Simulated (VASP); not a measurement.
# Ba (Fm-3m) in VASP: single point with PBE

Aim: the single point of Ba with PBE.

Program: VASP 6.6.1. These are calculated values, not measurements. Logs are shortened: lines on timing, memory, paths and dates and some standing lists are left out, and cuts for length are marked.

**1. The cell of the first run**

It takes space group Fm-3m (No. 225, cubic). The conventional cell has a = 6.335 Å, b = 6.335 Å, c = 6.335 Å, α = 90.00°, β = 90.00°, γ = 90.00°. Ba (site symmetry m-3m) has 12 Ba at 4.48 Å within 5.9 Å.

This isn't the form of Ba at room conditions, which is bcc.

**2. Single point, PBE, non-collinear spin, zero start, spin-orbit coupling**

Input file INCAR:

```
PREC = Accurate ; ENCUT = 520
EDIFF = 1E-6 ; ISMEAR = -1
SIGMA = 0.05 ; LREAL = False
LASPH = True ; NELM = 150
ALGO = Normal ; ISIF = 2
LWAVE = False ; LCHARG = True
MAGMOM = 0 0 0 ; LORBIT = 11
LSORBIT = True ; GGA_COMPAT = False
LORBMOM = True ; GGA = PE
LVHAR = True ; NBANDS = 21
```

Input file KPOINTS:

```
Automatic mesh
0
Gamma
  11 11 11
```

Input file POSCAR:

```
Ba
1.0
    0.0000000000      3.1675423141      3.1675423141
    3.1675423141      0.0000000000      3.1675423141
    3.1675423141      3.1675423141      0.0000000000
Ba
1
Direct
    0.0000000000      0.0000000000      0.0000000000
```

Potentials or basis: VASP PAW PBE potentials, release 64 (Ba_sv).

Command:

```bash
$ cat potpaw_PBE.64/Ba_sv/POTCAR > POTCAR
$ mpirun -np 1 vasp_ncl > vasp.out
```

OUTCAR:

```text
PREC = Accurate
   ENCUT = 520
   EDIFF = 1E-6
   ISMEAR = -1
   LREAL = False
   LASPH = True
   NELM = 150
   ISIF = 2
   LORBIT = 11
   LSORBIT = True
   GGA = PE

 ion  position               nearest neighbor table
   1  0.000  0.000  0.000-

  LATTYP: Found a face centered cubic cell.
 ALAT       =     6.3350846282

  Lattice vectors:

 A1 = (   0.0000000000,   3.1675423141,   3.1675423141)
 A2 = (   3.1675423141,   0.0000000000,   3.1675423141)
 A3 = (   3.1675423141,   3.1675423141,   0.0000000000)

Analysis of symmetry for initial positions (statically):
=====================================================================
 Subroutine PRICEL returns:
 Original cell was already a primitive cell.

 Routine SETGRP: Setting up the symmetry group for a
 face centered cubic supercell.

 Subroutine GETGRP returns: Found 48 space group operations
 (whereof 48 operations were pure point group operations)
 out of a pool of 48 trial point group operations.

The static configuration has the point symmetry O_h .

Analysis of symmetry for dynamics (positions and initial velocities):
=====================================================================
 Subroutine PRICEL returns:
 Original cell was already a primitive cell.

 Routine SETGRP: Setting up the symmetry group for a
 face centered cubic supercell.

 Subroutine GETGRP returns: Found 48 space group operations
 (whereof 48 operations were pure point group operations)
 out of a pool of 48 trial point group operations.

The dynamic configuration has the point symmetry O_h .

Analysis of structural, dynamic, and magnetic symmetry:
=====================================================================
 Subroutine PRICEL returns:
 Original cell was already a primitive cell.

 Routine SETGRP: Setting up the symmetry group for a
 face centered cubic supercell.

 Subroutine GETGRP returns: Found 48 space group operations
 (whereof 48 operations were pure point group operations)
 out of a pool of 48 trial point group operations.

The overall configuration has the point symmetry O_h .

 Subroutine INISYM returns: Found 48 space group operations
 (whereof 48 operations are pure point group operations),
 and found     1 'primitive' translations

----------------------------------------------------------------------------------------

                                     Primitive cell

  volume of cell :      63.5620

  direct lattice vectors                    reciprocal lattice vectors
     0.000000000  3.167542314  3.167542314    -0.157851088  0.157851088  0.157851088
     3.167542314  0.000000000  3.167542314     0.157851088 -0.157851088  0.157851088
     3.167542314  3.167542314  0.000000000     0.157851088  0.157851088 -0.157851088

  length of vectors
     4.479581300  4.479581300  4.479581300     0.273406104  0.273406104  0.273406104

  position of ions in fractional coordinates (direct lattice)
     0.000000000  0.000000000  0.000000000

  ion indices of the primitive-cell ions
   primitive index   ion index
                 1           1

----------------------------------------------------------------------------------------

 KPOINTS: Automatic mesh

Automatic generation of k-mesh.
 Grid dimensions read from file:
 generate k-points for:   11   11   11

 Generating k-lattice:

  Cartesian coordinates                     Fractional coordinates (reciprocal lattice)
    -0.014350099  0.014350099  0.014350099     0.090909091  0.000000000  0.000000000
     0.014350099 -0.014350099  0.014350099     0.000000000  0.090909091  0.000000000
     0.014350099  0.014350099 -0.014350099     0.000000000  0.000000000  0.090909091

  Length of vectors
     0.024855100  0.024855100  0.024855100

  Shift w.r.t. Gamma in fractional coordinates (k-lattice)
     0.000000000  0.000000000  0.000000000

 Subroutine IBZKPT returns following result:
 ===========================================

[... 45 lines left out ...]
   ENCUT  =  520.0 eV  38.22 Ry    6.18 a.u.   8.33  8.33  8.33*2*pi/ulx,y,z
   NELM   =    150;   NELMIN=  2; NELMDL= -5     # of ELM steps
   EDIFF  = 0.1E-05   stopping-criterion for ELM
   LREAL  =      F    real-space projection
   EDIFFG = 0.1E-04   stopping-criterion for IOM
   NSW    =      0    number of steps for IOM
   IBRION =     -1    ionic relax: 0-MD 1-quasi-New 2-CG
   NFREE  =      0    steps in history (QN), initial steepest desc. (CG)
   ISIF   =      2    stress and relaxation
   ISYM   =      2    0-nonsym 1-usesym 2-fastsym
   POTIM  = 0.5000    time-step for ionic-motion
   TEBEG  =    0.0;   TEEND  =   0.0 temperature during run
   PSTRESS=    0.0 pullay stress
   NELECT =      10.0000    total number of electrons
   NUPDOWN=      -1.0000    fix difference up-down
   EMIN   =  10.00;   EMAX   =-10.00  energy-range for DOS
   EFERMI =   0.00;   METHOD = LEGACY
   ISMEAR =    -1;   SIGMA  =   0.05  broadening in eV -4-tet -1-fermi 0-gaus
   EFERMI_NEDOS =   21; number of points for ismear=-14 and -15
   IALGO  =     38    algorithm
   IMIX   =      4    mixing-type and parameters
     AMIX     =   0.40;   BMIX     =  1.00
     AMIX_MAG =   1.60;   BMIX_MAG =  1.00
  volume/ion in A,a.u.               =      63.56       428.94
  Fermi-wavevector in a.u.,A,eV,Ry     =   0.883776  1.670095 10.626977  0.781061
  Thomas-Fermi vector in A             =   2.004588
   LORBIT       =     11    0 simple, 1 ext, 2 COOP (PROOUT), +10 PAW based schemes
   GGA     = PE    functional components
   LHFCALC =     F    Hartree Fock is set to
   AEXX    =    0.0000 exact exchange contribution
   IVDW    =     0    specifies the selected vdW correction
   LEPSILON=     F    determine dielectric tensor
   LRPA    =     F    only Hartree local field effects (RPA)
  energy-cutoff  :      520.00
  volume of cell :       63.56
 maximum number of plane-waves:      3470
 NGX is ok and might be reduce to    36
   NGX = 17   NGY = 17   NGZ = 17

 number of electron      10.0000000 magnetization      -0.0000000      0.0000000      0.0000000

 number of electron      10.0000000 magnetization       0.0000000      0.0000000      0.0000000

 number of electron      10.0000000 magnetization      -0.0000000     -0.0000000     -0.0000000

 Free energy of the ion-electron system (eV)
  ---------------------------------------------------
  ext. energy  EPLUGINS =         0.00000000
  ---------------------------------------------------
  free energy    TOTEN  =        -2.09694608 eV

  energy without entropy =       -2.08380120  energy(sigma->0) =       -2.09037364

 E-fermi :   1.6578     XC(G=0):  -7.3811

 val. band max:        1.6559173787   @ k =  -0.3636   0.3636   0.1818
 cond. band min:       1.7084447833   @ k =   0.3636   0.3636   0.0000
 fundamental gap:      0.0525274045
 Fermi energy:         1.6577614230

 k-point     1 :       0.0000    0.0000    0.0000
  band No.  band energies     occupation
      1     -27.2657      1.00000
      2     -27.2657      1.00000
      3     -13.5929      1.00000
      4     -13.5929      1.00000
      5     -11.5875      1.00000
      6     -11.5875      1.00000
[... 565 lines left out ...]
     20       5.7542      0.00000
     21       8.6297      0.00000

 [... further k-points ...]

------------------------ aborting loop because EDIFF is reached ----------------------------------------

  FORCE on cell =-STRESS in cart. coord.  units (eV):
  Direction    XX          YY          ZZ          XY          YZ          ZX
  --------------------------------------------------------------------------------------
  -------------------------------------------------------------------------------------
  Total        0.0285241      0.0285241      0.0285241     -0.0000000     -0.0000000     -0.0000000
  in kB        0.7189950      0.7189950      0.7189950     -0.0000000     -0.0000000     -0.0000000
  external PRESSURE =       0.7189950 kB  Pullay stress =       0.0000000 kB

 VOLUME and BASIS-vectors are now :
 -----------------------------------------------------------------------------
  energy-cutoff  :      520.00
  volume of cell :       63.56
      direct lattice vectors                 reciprocal lattice vectors
     0.000000000  3.167542314  3.167542314    -0.157851088  0.157851088  0.157851088
     3.167542314  0.000000000  3.167542314     0.157851088 -0.157851088  0.157851088
     3.167542314  3.167542314  0.000000000     0.157851088  0.157851088 -0.157851088

 POSITION                                       TOTAL-FORCE (eV/Angst)
 -----------------------------------------------------------------------------------
      0.00000      0.00000      0.00000         0.000000      0.000000      0.000000
 -----------------------------------------------------------------------------------
    total drift:                                0.000000      0.000000      0.000000

  FREE ENERGIE OF THE ION-ELECTRON SYSTEM (eV)
  ---------------------------------------------------
  free  energy   TOTEN  =        -2.0969460825 eV

  energy  without entropy=       -2.0838012046  energy(sigma->0) =       -2.09037364

 orbital moment (x)

 # of ion     p       d       tot
 ----------------------------------------
  1         0.000   0.000   0.000
 ----------------------------------------
            0.000   0.000   0.000

 orbital moment (y)

 # of ion     p       d       tot
 ----------------------------------------
  1         0.000  -0.000  -0.000
 ----------------------------------------
            0.000  -0.000  -0.000

 orbital moment (z)

 # of ion     p       d       tot
 ----------------------------------------
  1         0.000   0.000   0.000
 ----------------------------------------
            0.000   0.000   0.000

 Spin-Orbit-Coupling matrix elements

 Ion:    1  E_soc:     -0.3986880
 l=   1
     0.0000000    -0.0663216    -0.0663216
    -0.0663216     0.0000000    -0.0663216
    -0.0663216    -0.0663216     0.0000000
 l=   2
     0.0000000    -0.0000093     0.0000000    -0.0000093    -0.0001171
    -0.0000093     0.0000000    -0.0000878    -0.0000093    -0.0000293
     0.0000000    -0.0000878     0.0000000    -0.0000878     0.0000000
    -0.0000093    -0.0000093    -0.0000878     0.0000000    -0.0000293
    -0.0001171    -0.0000293     0.0000000    -0.0000293     0.0000000
 l=   3
     0.0000000     0.0000000     0.0000000     0.0000000     0.0000000     0.0000000     0.0000000
     0.0000000     0.0000000     0.0000000     0.0000000     0.0000000     0.0000000     0.0000000
     0.0000000     0.0000000     0.0000000     0.0000000     0.0000000     0.0000000     0.0000000
     0.0000000     0.0000000     0.0000000     0.0000000     0.0000000     0.0000000     0.0000000
     0.0000000     0.0000000     0.0000000     0.0000000     0.0000000     0.0000000     0.0000000
     0.0000000     0.0000000     0.0000000     0.0000000     0.0000000     0.0000000     0.0000000
     0.0000000     0.0000000     0.0000000     0.0000000     0.0000000     0.0000000     0.0000000

 total charge

# of ion       s       p       d       tot
------------------------------------------
    1        2.070   5.546   0.275   7.891

 magnetization (x)

# of ion       s       p       d       tot
------------------------------------------
    1       -0.000   0.000   0.000   0.000

 magnetization (y)

# of ion       s       p       d       tot
------------------------------------------
    1       -0.000   0.000   0.000  -0.000

 magnetization (z)

# of ion       s       p       d       tot
------------------------------------------
    1       -0.000  -0.000   0.000  -0.000
```

It took 76 s on 1 thread of Intel Xeon 6975P-C (Granite Rapids), shared host; peak memory 0.43 GiB.

Results:

- Free energy: -2.0969 eV
- Pressure: 0.1 GPa
- Net moment: 0.00 μB per cell
- Valence electrons inside the program's atomic spheres: Ba 7.89

Moments on the atoms (μB; x, y, z):
```
Ba  0.00 0.00 0.00
```
